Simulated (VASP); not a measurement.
Here is a VASP 6.6.1 calculation.

INCAR

```
SYSTEM = HfN
ALGO = Normal ; EDIFF = 1E-6
ENCUT = 600 ; GGA = PS
GGA_COMPAT = .FALSE. ; ISIF = 2
ISMEAR = 1 ; LASPH = .TRUE.
LCHARG = .TRUE. ; LELF = .TRUE.
LREAL = .FALSE. ; LVHAR = .TRUE.
LWAVE = .FALSE. ; NBANDS = 14
NELM = 120 ; PREC = Accurate
SIGMA = 0.1
```

The input KPOINTS:

```
k-points
0
G
  8 8 8
  0 0 0
```

File POSCAR:

```
HfN
1.0
    0.0000000000      2.4871259940      2.4871259940
    2.4871259940      0.0000000000      2.4871259940
    2.4871259940      2.4871259940      0.0000000000
Hf N
1 1
Direct
    0.0000000000      0.0000000000      0.0000000000
    0.7500000000      0.7500000000      0.7500000000
```

Potentials or basis: VASP PAW PBE potentials, release 64 (Hf_pv, N).

The run is started by

```sh
$ cat potpaw_PBE.64/Hf_pv/POTCAR potpaw_PBE.64/N/POTCAR > POTCAR
$ mpirun -np 1 vasp_std > vasp.out
```

Task: Predict the pressure.

Result: -12.7 GPa.

Caveat: the PAW data sets were made with another functional, which shifts forces and pressure a little.
